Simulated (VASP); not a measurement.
Input of a VASP 6.6.1 run:

The input INCAR:

```
SYSTEM = Be2C
  PREC = Accurate
  ENCUT = 600
  EDIFF = 1E-7
  ISMEAR = 0
  SIGMA = 0.01
  LREAL = .False.
  LASPH = .True.
  NELM = 120
  ALGO = Normal
  ISIF = 3
  LWAVE = .False.
  LCHARG = .False.
  GGA = RP
  IBRION = 2
  NSW = 100
  EDIFFG = -0.01
  GGA_COMPAT = .False.
  NELMIN = 4
```

KPOINTS

```
Automatic mesh
0
Gamma
  8 8 8
  0 0 0
```

The input POSCAR:

```
Be2C
1.0
    0.0000000000      2.1650000000      2.1650000000
    2.1650000000      0.0000000000      2.1650000000
    2.1650000000      2.1650000000      0.0000000000
Be C
2 1
Direct
    0.2500000000      0.2500000000      0.2500000000
    0.7500000000      0.7500000000      0.7500000000
    0.0000000000      0.0000000000      0.0000000000
```

Potentials or basis: VASP PAW PBE potentials, release 64 (Be, C).

Launch:

```console
$ cat potpaw_PBE.64/Be/POTCAR potpaw_PBE.64/C/POTCAR > POTCAR
$ mpirun -np 1 vasp_std > vasp.out
```

Predict the relaxed volume.

6.90 Å³/atom.

What does it give for the band gap on the k mesh?

1.13 eV (least direct gap 4.15 eV).

The path:
| step | energy change (eV) | largest force (eV/Å) | pressure (GPa) | volume (Å³) |
| --- | --- | --- | --- | --- |
| 1 | 0.0000 | 0.0000 | 4.08 | 20.30 |
| 2 | -0.0049 | 0.0000 | -0.87 | 20.81 |
| 3 | -0.0052 | 0.0000 | 0.02 | 20.71 |

Caveat: the PAW data sets were made with another functional, which shifts forces and pressure a little. Zero-point motion and thermal expansion aren't in these numbers.
